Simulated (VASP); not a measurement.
BN, 4 atoms in the cell. It takes space group P6_3mc (No. 186, hexagonal). Conventional cell: a = 2.537 Å, b = 2.537 Å, c = 4.199 Å, α = 90.00°, β = 90.00°, γ = 120.00°. B (site symmetry 3m) has 4 N at 1.56 to 1.57 Å within 2.1 Å. Within 2.1 Å of N (site symmetry 3m) lie 4 B at 1.56 to 1.57 Å. 

| Property | Result |
| --- | --- |
| Program | VASP 6.6.1 |
| Task | single point |
| Functional | r2SCAN |
| Dispersion | D3(BJ) |
| Potentials or basis | VASP PAW PBE potentials, release 64 (B, N) |
| Cutoff | 660 eV |
| k mesh | 6 × 6 × 3 |
| Occupations | gaussian, width 0.01 eV |
| Spin | no spin polarisation |
| Dipole correction | no |
| Further INCAR settings | ALGO = Normal; EDIFF = 1e-06; NBANDS = 16 |

Potentials or basis: VASP PAW PBE potentials, release 64 (B, N).

Launch:

```console
$ cat potpaw_PBE.64/B/POTCAR potpaw_PBE.64/N/POTCAR > POTCAR
$ cp INCAR.step1 INCAR
$ mpirun -np 1 vasp_std > vasp.out
$ cp INCAR.step2 INCAR
$ mpirun -np 1 vasp_std > vasp.out
```

Hardware: 1 thread of Intel Xeon 8259CL (shared host).

Question: Estimate the wall time of this run.

Answer: Run time: 62 s on 1 thread of Intel Xeon 8259CL, on a shared host, peak memory 0.17 GiB. Counts: k points 14.
